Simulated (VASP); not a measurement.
A run of VASP 6.6.1 is set up as follows.

Contents of INCAR:

```
PREC = Accurate
ENCUT = 520
EDIFF = 1E-7
ISMEAR = 0
SIGMA = 0.02
LREAL = Auto
LASPH = True
NELM = 80
ALGO = Normal
ISIF = 2
LWAVE = False
LCHARG = False
GGA = PE
NBANDS = 52
NELECT = 74.0
```

File KPOINTS:

```
regular mesh
0
Gamma
  2 2 2
```

The input POSCAR:

```
CuSi16
1.0
    0.0000000000      5.4300000000      5.4300000000
    5.4300000000      0.0000000000      5.4300000000
    5.4300000000      5.4300000000      0.0000000000
Si Cu
16 1
Direct
   -0.0027346225      0.0135005525     -0.0029996317
    0.1202415285      0.1391126151      0.1203312155
   -0.0027372928      0.0134943831      0.4922490792
    0.1336190608      0.1169597606      0.6247139042
   -0.0041701657      0.5125874770     -0.0041928177
    0.1192896869      0.6390294659      0.1188554328
    0.0060128913      0.5049394107      0.4945346225
    0.1192902394      0.6390224678      0.6228554328
    0.4921243094      0.0132572744     -0.0026790055
    0.6249939227      0.1170016575      0.1329725599
    0.5132093923     -0.0388931860      0.5128521179
    0.6249904236      0.1170062615      0.6250548803
    0.4949762431      0.5053055249      0.0046305709
    0.6228121547      0.6387515654      0.1192254144
    0.4949794659      0.5053109576      0.4951034070
    0.6376302026      0.5897609576      0.6363174954
    0.3908258748      0.3322255064      0.3884884899
```

Potentials or basis: VASP PAW PBE potentials, release 64 (Si, Cu).

Launch:

```sh
$ cat potpaw_PBE.64/Si/POTCAR potpaw_PBE.64/Cu/POTCAR > POTCAR
$ mpirun -np 1 vasp_std > vasp.out
```

**Question.** What does it give for the largest force?

**Answer.** 0.017 eV/Å.

Forces in eV/Å, atoms in the order of the input:
```
Si  -0.004  0.002 -0.004
Si   0.002 -0.002  0.001
Si  -0.002  0.004 -0.004
Si   0.006 -0.006  0.003
Si   0.001 -0.002 -0.005
Si  -0.003 -0.001  0.000
Si   0.000  0.000 -0.008
Si   0.001  0.003  0.000
Si  -0.004  0.004 -0.002
Si   0.003 -0.003  0.004
Si  -0.005  0.005 -0.001
Si   0.003 -0.003  0.004
Si  -0.008  0.003  0.002
Si   0.000  0.000  0.003
Si  -0.003  0.008  0.002
Si   0.002 -0.002 -0.001
Cu   0.011 -0.011  0.006
```

Caveat: the k points lie up to 0.50 Å⁻¹ apart; the cell carries a net charge on a neutralising background, which shifts energy and pressure.
